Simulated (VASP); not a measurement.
# SiNi (P2_13) in VASP: further runs, part 2 of 2

VASP 6.6.1. The steps go on from the part before.

**3. Relaxation of cell and atoms, PBEsol, collinear spin, ferromagnetic start**

File INCAR:

```
SYSTEM = SiNi
PREC = Accurate
ENCUT = 600
EDIFF = 1E-7
ISMEAR = -1
SIGMA = 0.05
LREAL = .FALSE.
LASPH = .TRUE.
NELM = 150
ALGO = Normal
ISIF = 3
LWAVE = .FALSE.
LCHARG = .FALSE.
ISPIN = 2
MAGMOM = 1 1 1 1 0 0 0 0
LORBIT = 11
LMAXMIX = 4
GGA = PS
IBRION = 2
NSW = 80
EDIFFG = -0.005
```

File KPOINTS:

```
Automatic mesh
0
G
  5 5 5
  0 0 0
```

File POSCAR:

```
SiNi
1.0
    4.5036940000      0.0000000000      0.0000000000
    0.0000000000      4.5036940000      0.0000000000
    0.0000000000      0.0000000000      4.5036940000
Ni Si
4 4
Direct
    0.1495040000      0.1495040000      0.1495040000
    0.6495040000      0.3504960000      0.8504960000
    0.8504960000      0.6495040000      0.3504960000
    0.3504960000      0.8504960000      0.6495040000
    0.8468300000      0.8468300000      0.8468300000
    0.3468300000      0.6531700000      0.1531700000
    0.1531700000      0.3468300000      0.6531700000
    0.6531700000      0.1531700000      0.3468300000
```

Potentials or basis: VASP PAW PBE potentials, release 64 (Ni, Si).

Launch:

```sh
$ cat potpaw_PBE.64/Ni/POTCAR potpaw_PBE.64/Si/POTCAR > POTCAR
$ mpirun -np 1 vasp_std > vasp.out
```

It took 11 min on 1 thread of Oxide Virtual Turin-like, shared host; peak memory 0.24 GiB.

The run converged. Its results:

```
Free energy                                           : -51.5814 eV
Relaxed volume                                        : 11.16 Å³/atom
Relaxed cell                                          : a = 4.469 Å, b = 4.469 Å, c = 4.469 Å, α = 90.00°, β = 90.00°, γ = 90.00°
Space group after relaxing (to 0.1 Å)                 : P2_13 (No. 198)
Energy gained by relaxing                             : 3.8 meV/atom
Ionic steps                                           : 9
Pressure after relaxing                               : 0.0 GPa
Largest force after relaxing                          : 0.004 eV/Å
Band gap on the k mesh                                : zero (filled and empty bands overlap)
Net moment                                            : 0.00 μB per cell
Valence electrons inside the program's atomic spheres : Ni 9.62; Si 1.59
```

Forces on the atoms (eV/Å):
```
Ni  -0.002 -0.002 -0.002
Ni  -0.002  0.002  0.002
Ni   0.002 -0.002  0.002
Ni   0.002  0.002 -0.002
Si   0.002  0.002  0.002
Si   0.002 -0.002 -0.002
Si  -0.002  0.002 -0.002
Si  -0.002 -0.002  0.002
```

Step by step:
```tsv
step	energy change (eV)	largest force (eV/Å)	pressure (GPa)	volume (Å³)
1	0.0000	0.0335	-4.44	91.35
2	-0.0005	0.0093	4.82	87.23
3	-0.0300	0.0146	-0.01	89.24
4	-0.0300	0.0142	0.10	89.20
5	-0.0301	0.0096	-0.09	89.29
6	-0.0301	0.0097	-0.10	89.28
7	-0.0301	0.0065	-0.04	89.27
8	-0.0301	0.0050	-0.02	89.26
9	-0.0301	0.0042	-0.03	89.26
```

Final structure:
```cif
data_structure
_symmetry_space_group_name_H-M 'P 1'
_symmetry_Int_Tables_number 1
_cell_length_a 4.4691
_cell_length_b 4.4691
_cell_length_c 4.4691
_cell_angle_alpha 90.000
_cell_angle_beta 90.000
_cell_angle_gamma 90.000
_cell_volume 89.26
loop_
_atom_site_label
_atom_site_type_symbol
_atom_site_fract_x
_atom_site_fract_y
_atom_site_fract_z
_atom_site_occupancy
Ni1 Ni 0.14920 0.14920 0.14920 1
Ni2 Ni 0.64920 0.35080 0.85080 1
Ni3 Ni 0.85080 0.64920 0.35080 1
Ni4 Ni 0.35080 0.85080 0.64920 1
Si1 Si 0.84649 0.84649 0.84649 1
Si2 Si 0.34649 0.65351 0.15351 1
Si3 Si 0.15351 0.34649 0.65351 1
Si4 Si 0.65351 0.15351 0.34649 1
```

Levels at points of the mesh, in eV from the Fermi level:
Spin up:
```csv
k point,band 25,band 26,band 27,band 28,band 29,band 30,band 31,band 32
"(0.00, 0.00, 0.00)",-1.71,-1.71,-1.71,0.99,0.99,0.99,1.35,1.35
```
Spin down:
```csv
k point,band 25,band 26,band 27,band 28,band 29,band 30,band 31,band 32
"(0.00, 0.00, 0.00)",-1.71,-1.71,-1.71,0.99,0.99,0.99,1.35,1.35
```

Caveat: the moments typed at the start vanished in this run; the PAW data sets were made with another functional, which shifts forces and pressure a little.

**4. Relaxation of cell and atoms, LDA, collinear spin, ferromagnetic start**

File INCAR:

```
PREC = Accurate
ENCUT = 600
EDIFF = 1E-6
ISMEAR = -1
SIGMA = 0.05
LREAL = F
LASPH = T
NELM = 150
ALGO = Normal
ISIF = 3
LWAVE = F
LCHARG = F
ISPIN = 2
MAGMOM = 1 1 1 1 0 0 0 0
LORBIT = 11
LMAXMIX = 4
IBRION = 2
NSW = 80
EDIFFG = -0.005
```

File KPOINTS:

```
Automatic mesh
0
Gamma
  5 5 5
```

POSCAR is that of step 3.

Potentials or basis: VASP PAW LDA potentials, release 64 (Ni, Si).

Launch:

```sh
$ cat potpaw_LDA.64/Ni/POTCAR potpaw_LDA.64/Si/POTCAR > POTCAR
$ mpirun -np 1 vasp_std > vasp.out
```

It took 12 min on 1 thread of Oxide Virtual Turin-like, shared host; peak memory 0.19 GiB.

Results (log left out):

| Property | Result |
| --- | --- |
| Free energy | -54.2693 eV |
| Relaxed volume | 10.88 Å³/atom |
| Relaxed cell | a = 4.432 Å, b = 4.432 Å, c = 4.432 Å, α = 90.00°, β = 90.00°, γ = 90.00° |
| Space group after relaxing (to 0.1 Å) | P2_13 (No. 198) |
| Energy gained by relaxing | 16.0 meV/atom |
| Ionic steps | 21 |
| Pressure after relaxing | 0.0 GPa |
| Largest force after relaxing | 0.003 eV/Å |
| Band gap on the k mesh | zero (filled and empty bands overlap) |
| Net moment | 0.00 μB per cell |
| Valence electrons inside the program's atomic spheres | Ni 9.68; Si 1.62 |

Forces on the atoms (eV/Å):
```
Ni  -0.002 -0.002 -0.002
Ni  -0.002  0.002  0.002
Ni   0.002 -0.002  0.002
Ni   0.002  0.002 -0.002
Si   0.000  0.000  0.000
Si   0.000  0.000  0.000
Si   0.000  0.000  0.000
Si   0.000  0.000  0.000
```

The path:
| step | energy change (eV) | largest force (eV/Å) | pressure (GPa) | volume (Å³) |
| --- | --- | --- | --- | --- |
| 1 | 0.0000 | 0.0579 | -9.20 | 91.35 |
| 2 | 0.0137 | 0.0419 | 11.62 | 82.95 |
| 3 | -0.1283 | 0.0211 | -0.06 | 87.10 |
| 4 | -0.1283 | 0.0202 | 0.00 | 87.02 |
| 5 | -0.1282 | 0.0195 | 0.21 | 86.93 |
| 6 | -0.1283 | 0.0113 | -0.11 | 87.10 |
| 7 | -0.1283 | 0.0120 | -0.21 | 87.08 |
| 8 | -0.1283 | 0.0147 | 0.03 | 87.03 |
| 9 | -0.1283 | 0.0138 | 0.10 | 87.05 |
| 10 | -0.1283 | 0.0129 | 0.05 | 87.06 |
| 11 | -0.1283 | 0.0124 | 0.08 | 87.07 |
| 12 | -0.1283 | 0.0122 | 0.03 | 87.08 |
| 13 | -0.1284 | 0.0079 | 0.01 | 87.08 |
| 14 | -0.1284 | 0.0021 | 0.09 | 87.08 |
| 15 | -0.1284 | 0.0023 | -0.10 | 87.11 |
| 16 | -0.1284 | 0.0025 | -0.11 | 87.09 |
| 17 | -0.1284 | 0.0027 | -0.13 | 87.08 |
| 18 | -0.1284 | 0.0028 | -0.08 | 87.08 |
| 19 | -0.1284 | 0.0035 | 0.17 | 87.08 |
| 20 | -0.1284 | 0.0021 | -0.12 | 87.08 |
| 21 | -0.1284 | 0.0031 | 0.01 | 87.08 |

Final structure:
```yaml
crystal:
  lattice:
    - [4.43239, 0.00000, 0.00000]
    - [0.00000, 4.43239, 0.00000]
    - [0.00000, 0.00000, 4.43239]
  atoms:
    - { symbol: Ni, position: [0.14927, 0.14927, 0.14927] }
    - { symbol: Ni, position: [0.64927, 0.35073, 0.85073] }
    - { symbol: Ni, position: [0.85073, 0.64927, 0.35073] }
    - { symbol: Ni, position: [0.35073, 0.85073, 0.64927] }
    - { symbol: Si, position: [0.84639, 0.84639, 0.84639] }
    - { symbol: Si, position: [0.34639, 0.65361, 0.15361] }
    - { symbol: Si, position: [0.15361, 0.34639, 0.65361] }
    - { symbol: Si, position: [0.65361, 0.15361, 0.34639] }
```

Levels at points of the mesh, in eV from the Fermi level:
Spin up:
```
           k point  band 24  band 25  band 26  band 27  band 28  band 29  band 30  band 31  band 32  band 33
(0.00, 0.00, 0.00)    -2.50    -1.80    -1.80    -1.80     1.02     1.02     1.02     1.36     1.36     2.02
```
Spin down:
```csv
k point,band 26,band 27,band 28,band 29,band 30,band 31
"(0.00, 0.00, 0.00)",-1.80,-1.80,1.02,1.02,1.02,1.36
```

Caveat: the moments typed at the start vanished in this run.

**5. Overview**

```tsv
level	potentials or basis	k mesh	gap on the mesh (eV)	pressure (GPa)	moment (μB)	relaxed volume (Å³/atom)
LDA	VASP PAW LDA potentials, release 64 (Ni, Si)	6 × 6 × 6	none	-0.1	0.00	10.88
PBEsol	VASP PAW PBE potentials, release 64 (Ni, Si)	5 × 5 × 5	none	0.0	0.00	11.16
LDA	VASP PAW LDA potentials, release 64 (Ni, Si)	5 × 5 × 5	none	0.0	0.00	10.88
```

Alike in all rows: task relaxation of cell and atoms; spin collinear, ferromagnetic start; cell relaxed; cutoff (eV) 600; smearing fermi-dirac 0.05 eV.

Caveats: the moments typed at the start vanished in this run; the PAW data sets were made with another functional, which shifts forces and pressure a little (at least some runs).

Absolute energies hang on the potentials; compare differences alone.
